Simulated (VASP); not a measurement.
A run of VASP 6.6.1 is set up as follows.

Contents of INCAR:

```
SYSTEM = Mg5O
PREC = Accurate
ENCUT = 520
EDIFF = 1E-7
ISMEAR = 0
SIGMA = 0.1
LREAL = .FALSE.
LASPH = .TRUE.
NELM = 100
ALGO = Normal
ISIF = 2
LWAVE = .FALSE.
LCHARG = .FALSE.
GGA = PE
NBANDS = 17
```

File KPOINTS:

```
regular mesh
0
G
  12 12 4
  0 0 0
```

POSCAR

```
Mg5O
1.0
    3.2399437846      0.0000000000      0.0000000000
   -1.6199718923      2.8058736243      0.0000000000
    0.0000000000      0.0000000000     13.2129752333
Mg O
5 1
Direct
    0.0000000000      0.0000000000      0.0237030437
    0.3333333333      0.6666666667      0.2270214354
    0.6666666667      0.3333333333      0.8065372766
    0.0000000000      0.0000000000      0.4166399649
    0.3333333333      0.6666666667      0.6103763140
    0.3333333333      0.6666666667      0.0757219654
```

Potentials or basis: VASP PAW PBE potentials, release 64 (Mg, O).

Launch:

```bash
$ cat potpaw_PBE.64/Mg/POTCAR potpaw_PBE.64/O/POTCAR > POTCAR
$ mpirun -np 1 vasp_std > vasp.out
```

(1) Predict the largest force.

(2) What does it give for the pressure?

(3) Estimate the band gap on the k mesh.

## Answers

(1) 0.018 eV/Å.

(2) -0.2 GPa.

(3) zero (band 8 reaches 3.29 eV, above the bottom of band 9 at 1.68 eV).
